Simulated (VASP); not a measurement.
A run of VASP 6.6.1:

INCAR

```
SYSTEM = ZrSi2
PREC = Accurate
ENCUT = 520
EDIFF = 1E-7
ISMEAR = 0
SIGMA = 0.1
LREAL = .FALSE.
LASPH = .TRUE.
NELM = 80
ALGO = Normal
ISIF = 2
LWAVE = .FALSE.
LCHARG = .FALSE.
GGA = PE
NBANDS = 29
```

KPOINTS

```
Automatic mesh
0
G
  6 6 6
  0 0 0
```

File POSCAR:

```
ZrSi2
1.0
    1.8530000400     -7.3674998300      0.0000000000
    1.8530000400      7.3674998300      0.0000000000
    0.0000000000      0.0000000000      3.6719999300
Zr Si
2 4
Direct
    0.8945999900      0.1054000100      0.2500000000
    0.1054000100      0.8945999900      0.7500000000
    0.5522000000      0.4478000000      0.2500000000
    0.4478000000      0.5522000000      0.7500000000
    0.2495999900      0.7504000100      0.2500000000
    0.7504000100      0.2495999900      0.7500000000
```

Potentials or basis: VASP PAW PBE potentials, release 64 (Zr_sv, Si).

Launch:

```console
$ cat potpaw_PBE.64/Zr_sv/POTCAR potpaw_PBE.64/Si/POTCAR > POTCAR
$ mpirun -np 1 vasp_std > vasp.out
```

Hardware: 1 thread of Intel(R) Xeon(R) 6975P-C (Granite Rapids), with other jobs on the host.

Q: Estimate the wall time of this run.

A: Run time: 120 s on 1 thread of Intel(R) Xeon(R) 6975P-C (Granite Rapids), with other jobs on the host, peak memory 0.36 GiB. Counts: scf iterations 14, k points 52.
